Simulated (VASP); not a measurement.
# Ga2B3As5 (I-4m2) in VASP: further runs

Ga2B3As5 is run at these levels: PBE; tasks: single point.

Everything below comes from runs of VASP 6.6.1. Logs are shortened: lines on timing, memory, paths and dates and some standing lists are left out, and cuts for length are marked.

### Step 1. The cell of the first run

The structure is tetragonal, space group I-4m2 (No. 119). The conventional cell has a = 3.627 Å, b = 3.627 Å, c = 26.516 Å, α = 90.00°, β = 90.00°, γ = 90.00°. Within 3.2 Å of Ga (site symmetry 2mm) lie 4 As at 2.40 Å. Within 2.8 Å of B (site symmetry -4m2) lie 4 As at 2.15 Å. B (site symmetry 2mm) has 4 As at 2.15 to 2.16 Å within 2.8 Å. Within 2.8 Å of As (site symmetry 2mm) lie 2 B at 2.15 Å and 2 Ga at 2.40 Å. Within 2.8 Å of As (site symmetry 2mm) lie 2 B at 2.15 Å and 2 Ga at 2.40 Å. Within 2.9 Å of As (site symmetry -4m2) lie 4 B at 2.16 Å.

### Step 2. Single point, PBE

File INCAR:

```
PREC     = Accurate       # precision mode
ENCUT    = 520            # plane-wave cutoff, eV
EDIFF    = 1E-6           # SCF threshold, eV
ISMEAR   = 0              # smearing method
SIGMA    = 0.1            # smearing width, eV
LREAL    = False          # projectors in reciprocal space
LASPH    = True           # aspherical terms in the spheres
NELM     = 100            # most SCF steps
ALGO     = Normal         # electronic algorithm
ISIF     = 2              # what is computed and relaxed
LWAVE    = False          # write WAVECAR
LCHARG   = False          # write CHGCAR
GGA      = PE             # functional
NBANDS   = 41             # bands
```

File KPOINTS:

```
regular mesh
0
Gamma
  6 6 6
```

File POSCAR:

```
Ga2B3As5
1.0
   -1.8134200106      1.8134200106     13.2581856372
    1.8134200106     -1.8134200106     13.2581856372
    1.8134200106      1.8134200106    -13.2581856372
Ga B As
2 3 5
Direct
    0.8969081650      0.8969081650      0.0000000000
    0.1030918350      0.1030918350      0.0000000000
    0.5000000000      0.5000000000      0.0000000000
    0.7060472564      0.7060472564      0.0000000000
    0.2939527436      0.2939527436      0.0000000000
    0.5435841413      0.0435841413      0.5000000000
    0.1625908152      0.6625908152      0.5000000000
    0.7500000000      0.2500000000      0.5000000000
    0.3374091848      0.8374091848      0.5000000000
    0.9564158587      0.4564158587      0.5000000000
```

Potentials or basis: VASP PAW PBE potentials, release 64 (Ga_d, B, As).

Launch:

```console
$ cat potpaw_PBE.64/Ga_d/POTCAR potpaw_PBE.64/B/POTCAR potpaw_PBE.64/As/POTCAR > POTCAR
$ mpirun -np 1 vasp_std > vasp.out
```

OUTCAR:

```text
PREC = Accurate
   ENCUT = 520
   EDIFF = 1E-6
   ISMEAR = 0
   LREAL = False
   LASPH = True
   NELM = 100
   ISIF = 2
   GGA = PE

 ion  position               nearest neighbor table
   1  0.897  0.897  0.000-   9 2.40   9 2.40  10 2.40  10 2.40
   2  0.103  0.103  0.000-   7 2.40   7 2.40   6 2.40   6 2.40
   3  0.500  0.500  0.000-   6 2.15  10 2.15   6 2.15  10 2.15
   4  0.706  0.706  0.000-   7 2.15   7 2.15   8 2.16   8 2.16
   5  0.294  0.294  0.000-   9 2.15   9 2.15   8 2.16   8 2.16
   6  0.544  0.044  0.500-   3 2.15   3 2.15   2 2.40   2 2.40
   7  0.163  0.663  0.500-   4 2.15   4 2.15   2 2.40   2 2.40
   8  0.750  0.250  0.500-   5 2.16   4 2.16   5 2.16   4 2.16
   9  0.337  0.837  0.500-   5 2.15   5 2.15   1 2.40   1 2.40
  10  0.956  0.456  0.500-   3 2.15   3 2.15   1 2.40   1 2.40

  LATTYP: Found a body centered tetragonal cell.
 ALAT       =     3.6268400212
 C/A-ratio  =     7.3111499596

  Lattice vectors:

 A1 = (  -1.8134200106,   1.8134200106,  13.2581856372)
 A2 = (   1.8134200106,  -1.8134200106,  13.2581856372)
 A3 = (   1.8134200106,   1.8134200106, -13.2581856372)

Analysis of symmetry for initial positions (statically):
=====================================================================
 Subroutine PRICEL returns:
 Original cell was already a primitive cell.

 Routine SETGRP: Setting up the symmetry group for a
 body centered tetragonal supercell.

 Subroutine GETGRP returns: Found  8 space group operations
 (whereof  8 operations were pure point group operations)
 out of a pool of 16 trial point group operations.

The static configuration has the point symmetry D_2d.

Analysis of symmetry for dynamics (positions and initial velocities):
=====================================================================
 Subroutine PRICEL returns:
 Original cell was already a primitive cell.

 Routine SETGRP: Setting up the symmetry group for a
 body centered tetragonal supercell.

 Subroutine GETGRP returns: Found  8 space group operations
 (whereof  8 operations were pure point group operations)
 out of a pool of 16 trial point group operations.

The dynamic configuration has the point symmetry D_2d.

 Subroutine INISYM returns: Found  8 space group operations
 (whereof  8 operations are pure point group operations),
 and found     1 'primitive' translations

----------------------------------------------------------------------------------------

                                     Primitive cell

  volume of cell :     174.3978

  direct lattice vectors                    reciprocal lattice vectors
    -1.813420011  1.813420011 13.258185637     0.000000000  0.275722115  0.037712551
     1.813420011 -1.813420011 13.258185637     0.275722115  0.000000000  0.037712551
     1.813420011  1.813420011-13.258185637     0.275722115  0.275722115  0.000000000

  length of vectors
    13.503942782 13.503942782 13.503942782     0.278289276  0.278289276  0.389929954

  position of ions in fractional coordinates (direct lattice)
     0.896908165  0.896908165  0.000000000
     0.103091835  0.103091835  0.000000000
     0.500000000  0.500000000  0.000000000
     0.706047256  0.706047256  0.000000000
     0.293952744  0.293952744  0.000000000
     0.543584141  0.043584141  0.500000000
     0.162590815  0.662590815  0.500000000
     0.750000000  0.250000000  0.500000000
     0.337409185  0.837409185  0.500000000
     0.956415859  0.456415859  0.500000000

  ion indices of the primitive-cell ions
   primitive index   ion index
                 1           1
                 2           2
                 3           3
                 4           4
                 5           5
                 6           6
                 7           7
                 8           8
                 9           9
                10          10

----------------------------------------------------------------------------------------

 KPOINTS: regular mesh

Automatic generation of k-mesh.
 Grid dimensions read from file:
 generate k-points for:    6    6    6

 Generating k-lattice:

  Cartesian coordinates                     Fractional coordinates (reciprocal lattice)
     0.000000000  0.045953686  0.006285425     0.166666667  0.000000000  0.000000000
     0.045953686  0.000000000  0.006285425     0.000000000  0.166666667  0.000000000
     0.045953686  0.045953686  0.000000000     0.000000000  0.000000000  0.166666667

  Length of vectors
     0.046381546  0.046381546  0.064988326

  Shift w.r.t. Gamma in fractional coordinates (k-lattice)
     0.000000000  0.000000000  0.000000000

 Subroutine IBZKPT returns following result:
 ===========================================

 Found     30 irreducible k-points:

 Following reciprocal coordinates:
            Coordinates               Weight
  0.000000  0.000000  0.000000      1.000000
  0.166667 -0.000000  0.000000      8.000000
  0.333333 -0.000000  0.000000      8.000000
  0.500000 -0.000000  0.000000      4.000000
  0.166667  0.166667  0.000000      8.000000
  0.333333  0.166667  0.000000     16.000000
[... 16 lines left out ...]
 -0.333333 -0.333333  0.166667      8.000000
 -0.166667 -0.333333  0.166667      8.000000
 [... further k-points ...]
   k-points           NKPTS =     30   k-points in BZ     NKDIM =     30   number of bands    NBANDS=     41
   number of dos      NEDOS =    301   number of ions     NIONS =     10
   total plane-waves  NPLWV = ******
   dimension x,y,z NGX =   100 NGY =  100 NGZ =  100
   dimension x,y,z NGXF=   200 NGYF=  200 NGZF=  200
   ions per type =               2   3   5
   NGX,Y,Z   is equivalent  to a cutoff of  12.31, 12.31, 12.31 a.u.
   NGXF,Y,Z  is equivalent  to a cutoff of  24.62, 24.62, 24.62 a.u.
 SYSTEM =  unknown system
   PREC   = accura    normal or accurate (medium, high low for compatibility)
   ISTART =      0    job   : 0-new  1-cont  2-samecut
   ICHARG =      2    charge: 1-file 2-atom 10-const
   ISPIN  =      1    spin polarized calculation?
   LNONCOLLINEAR =      F non collinear calculations
   LSORBIT =      F    spin-orbit coupling
   LASPH  =      T    aspherical Exc in radial PAW
   ENCUT  =  520.0 eV  38.22 Ry    6.18 a.u.  25.11 25.11 25.11*2*pi/ulx,y,z
   NELM   =    100;   NELMIN=  2; NELMDL= -5     # of ELM steps
   EDIFF  = 0.1E-05   stopping-criterion for ELM
   LREAL  =      F    real-space projection
   EDIFFG = 0.1E-04   stopping-criterion for IOM
   NSW    =      0    number of steps for IOM
   IBRION =     -1    ionic relax: 0-MD 1-quasi-New 2-CG
   NFREE  =      0    steps in history (QN), initial steepest desc. (CG)
   ISIF   =      2    stress and relaxation
   ISYM   =      2    0-nonsym 1-usesym 2-fastsym
   POTIM  = 0.5000    time-step for ionic-motion
   TEBEG  =    0.0;   TEEND  =   0.0 temperature during run
   PSTRESS=    0.0 pullay stress
   NELECT =      60.0000    total number of electrons
   NUPDOWN=      -1.0000    fix difference up-down
   EMIN   =  10.00;   EMAX   =-10.00  energy-range for DOS
   EFERMI =   0.00;   METHOD = LEGACY
   ISMEAR =     0;   SIGMA  =   0.10  broadening in eV -4-tet -1-fermi 0-gaus
   EFERMI_NEDOS =   21; number of points for ismear=-14 and -15
   IALGO  =     38    algorithm
   IMIX   =      4    mixing-type and parameters
     AMIX     =   0.40;   BMIX     =  1.00
     AMIX_MAG =   1.60;   BMIX_MAG =  1.00
  volume/ion in A,a.u.               =      17.44       117.69
  Fermi-wavevector in a.u.,A,eV,Ry     =   1.147127  2.167756 17.903921  1.315901
  Thomas-Fermi vector in A             =   2.283809
   LORBIT       =      0    0 simple, 1 ext, 2 COOP (PROOUT), +10 PAW based schemes
   GGA     = PE    functional components
   LHFCALC =     F    Hartree Fock is set to
   AEXX    =    0.0000 exact exchange contribution
   IVDW    =     0    specifies the selected vdW correction
   LEPSILON=     F    determine dielectric tensor
   LRPA    =     F    only Hartree local field effects (RPA)
 non-spin polarized calculation
 Gauss-broadening in eV      SIGMA  =   0.10
  energy-cutoff  :      520.00
  volume of cell :      174.40
 maximum number of plane-waves:      4757
   NGX = 51   NGY = 51   NGZ = 51

 number of electron      60.0000000 magnetization

 Free energy of the ion-electron system (eV)
  ---------------------------------------------------
  ext. energy  EPLUGINS =         0.00000000
  ---------------------------------------------------
  free energy    TOTEN  =       -48.97541852 eV

  energy without entropy =      -48.97539659  energy(sigma->0) =      -48.97540756

 E-fermi :   5.5670     XC(G=0): -10.0664

 val. band max:        5.3679593836   @ k =   0.0000   0.0000   0.0000
 cond. band min:       5.7805302037   @ k =   0.0000   0.0000   0.0000
 fundamental gap:      0.4125708201
 Fermi energy:         5.5670456803

 k-point     1 :       0.0000    0.0000    0.0000
  band No.  band energies     occupation
      1     -10.0138      2.00000
      2      -9.9947      2.00000
      3      -9.8625      2.00000
      4      -9.8625      2.00000
      5      -9.8620      2.00000
      6      -9.8620      2.00000
[... 33 lines left out ...]
     40       8.7801      0.00000
     41       9.1432      0.00000

 k-point     2 :       0.1667   -0.0000    0.0000
  band No.  band energies     occupation
      1     -10.0027      2.00000
      2      -9.9863      2.00000
      3      -9.8902      2.00000
      4      -9.8868      2.00000
      5      -9.8615      2.00000
      6      -9.8610      2.00000
[... 957 lines left out ...]
     40       9.3020      0.00000
     41       9.5395      0.00000

 k-point    24 :      -0.1667   -0.3333    0.1667
  band No.  band energies     occupation
      1     -10.0013      2.00000
      2      -9.9881      2.00000
      3      -9.8897      2.00000
      4      -9.8870      2.00000
      5      -9.8615      2.00000
      6      -9.8610      2.00000
[... 33 lines left out ...]
     40       9.1493      0.00000
     41       9.6268      0.00000

 [... further k-points ...]

------------------------ aborting loop because EDIFF is reached ----------------------------------------

  FORCE on cell =-STRESS in cart. coord.  units (eV):
  Direction    XX          YY          ZZ          XY          YZ          ZX
  --------------------------------------------------------------------------------------
  -------------------------------------------------------------------------------------
  Total        0.3271455      0.3271455      0.3449499      0.0000000      0.0000000      0.0000000
  in kB        3.0054581      3.0054581      3.1690255      0.0000000      0.0000000      0.0000000
  external PRESSURE =       3.0599806 kB  Pullay stress =       0.0000000 kB

 VOLUME and BASIS-vectors are now :
 -----------------------------------------------------------------------------
  energy-cutoff  :      520.00
  volume of cell :      174.40
      direct lattice vectors                 reciprocal lattice vectors
    -1.813420011  1.813420011 13.258185637     0.000000000  0.275722115  0.037712551
     1.813420011 -1.813420011 13.258185637     0.275722115  0.000000000  0.037712551
     1.813420011  1.813420011-13.258185637     0.275722115  0.275722115  0.000000000

 POSITION                                       TOTAL-FORCE (eV/Angst)
 -----------------------------------------------------------------------------------
      0.00000      0.00000     23.78275        -0.000000      0.000000     -0.002645
      0.00000      0.00000      2.73362        -0.000000      0.000000      0.002645
      0.00000      0.00000     13.25819        -0.000000      0.000000      0.000000
      0.00000      0.00000     18.72181         0.000000     -0.000000     -0.006424
      0.00000      0.00000      7.79456         0.000000     -0.000000      0.006424
      0.00000      1.81342      1.15569        -0.000000     -0.000000      0.019604
      1.81342      0.00000      4.31132         0.000000     -0.000000     -0.008023
     -0.00000      1.81342      6.62909        -0.000000      0.000000      0.000000
      1.81342     -0.00000      8.94687         0.000000     -0.000000      0.008023
      0.00000      1.81342     12.10249        -0.000000      0.000000     -0.019604
 -----------------------------------------------------------------------------------
    total drift:                               -0.000001      0.000001      0.000000

  FREE ENERGIE OF THE ION-ELECTRON SYSTEM (eV)
  ---------------------------------------------------
  free  energy   TOTEN  =       -48.9754185248 eV

  energy  without entropy=      -48.9753965886  energy(sigma->0) =      -48.97540756
```

Run time: 40 min. Hardware: 1 thread of Intel Xeon Platinum 8259CL at 2.50GHz (Skylake/Cascade Lake), shared host; peak memory 1.7 GiB.

Results:

```
Free energy            : -48.9754 eV
Pressure               : 0.3 GPa
Largest force          : 0.020 eV/Å
Band gap on the k mesh : 0.41 eV
```

Forces on the atoms (eV/Å):
```
Ga   0.000  0.000 -0.003
Ga   0.000  0.000  0.003
B    0.000  0.000  0.000
B    0.000  0.000 -0.006
B    0.000  0.000  0.006
As   0.000  0.000  0.020
As   0.000  0.000 -0.008
As   0.000  0.000  0.000
As   0.000  0.000  0.008
As   0.000  0.000 -0.020
```

Levels at points of the mesh, in eV from the valence-band top:
| k point | band 28 | band 29 | band 30 | band 31 | band 32 | band 33 |
| --- | --- | --- | --- | --- | --- | --- |
| (0.00, 0.00, 0.00) | -0.61 | 0.00 | 0.00 | 0.41 | 0.59 | 0.90 |
| (0.50, 0.00, 0.00) | -2.01 | -0.75 | -0.68 | 0.86 | 1.49 | 1.64 |
| (0.50, 0.50, 0.00) | -4.15 | -3.77 | -3.60 | 0.69 | 0.88 | 1.60 |
| (0.50, 0.50, 0.50) | -0.67 | -0.40 | -0.40 | 0.43 | 0.66 | 0.80 |

Caveat: semilocal functionals underestimate gaps, and a narrow one can read as zero.

### Step 3. Single point, PBE

This run uses another cell than the first one, of 17.96 Å³/atom.

File INCAR:

```
  ALGO = Normal
  EDIFF = 1E-7
  ENCUT = 520
  GGA = PE
  ISIF = 2
  ISMEAR = 0
  LASPH = T
  LCHARG = F
  LREAL = F
  LWAVE = F
  NBANDS = 41
  NELM = 80
  PREC = Accurate
  SIGMA = 0.1
```

File KPOINTS:

```
k-points
0
Gamma
  6 6 6
```

File POSCAR:

```
Ga2B3As5
1.0
   -1.8517826500      1.8517826500     13.0940807000
    1.8517826500     -1.8517826500     13.0940807000
    1.8517826500      1.8517826500    -13.0940807000
Ga B As
2 3 5
Direct
    0.9000000000      0.9000000000      0.0000000000
    0.1000000000      0.1000000000      0.0000000000
    0.5000000000      0.5000000000      0.0000000000
    0.7000000000      0.7000000000      0.0000000000
    0.3000000000      0.3000000000      0.0000000000
    0.5500000000      0.0500000000      0.5000000000
    0.1500000000      0.6500000000      0.5000000000
    0.7500000000      0.2500000000      0.5000000000
    0.3500000000      0.8500000000      0.5000000000
    0.9500000000      0.4500000000      0.5000000000
```

Potentials or basis: VASP PAW PBE potentials, release 64 (Ga_d, B, As).

Launch:

```console
$ cat potpaw_PBE.64/Ga_d/POTCAR potpaw_PBE.64/B/POTCAR potpaw_PBE.64/As/POTCAR > POTCAR
$ mpirun -np 1 vasp_std > vasp.out
```

It took 46 min on 1 thread of Intel Xeon Platinum 8259CL at 2.50GHz (Skylake/Cascade Lake), shared host; peak memory 1.8 GiB.

Results (log left out):

- Free energy: -47.0489 eV
- Pressure: 1.4 GPa
- Largest force: 3.823 eV/Å
- Band gap on the k mesh: 1.02 eV

Forces on the atoms (eV/Å):
```
Ga   0.000  0.000  0.004
Ga   0.000  0.000 -0.004
B    0.000  0.000  0.000
B    0.000  0.000  0.204
B    0.000  0.000 -0.204
As   0.000  0.000 -3.779
As   0.000  0.000  3.823
As   0.000  0.000  0.000
As   0.000  0.000 -3.823
As   0.000  0.000  3.779
```

Stress tensor (GPa, compression positive):
```
1.71 0.00 0.00
0.00 1.71 0.00
0.00 0.00 0.78
```

Levels at points of the mesh, in eV from the valence-band top:
| k point | band 28 | band 29 | band 30 | band 31 | band 32 | band 33 |
| --- | --- | --- | --- | --- | --- | --- |
| (0.00, 0.00, 0.00) | -0.13 | 0.00 | 0.00 | 1.02 | 1.20 | 1.74 |
| (0.50, 0.00, 0.00) | -1.52 | -1.36 | -1.30 | 1.17 | 1.94 | 2.24 |
| (0.50, 0.50, 0.00) | -3.63 | -3.33 | -3.32 | 1.26 | 1.28 | 2.11 |
| (0.50, 0.50, 0.50) | -0.72 | -0.58 | -0.58 | 1.21 | 1.26 | 1.38 |

Caveat: forces of over 1 eV/Å act on the atoms, so gaps and moduli don't describe the material at rest. A k mesh can miss the band edges.
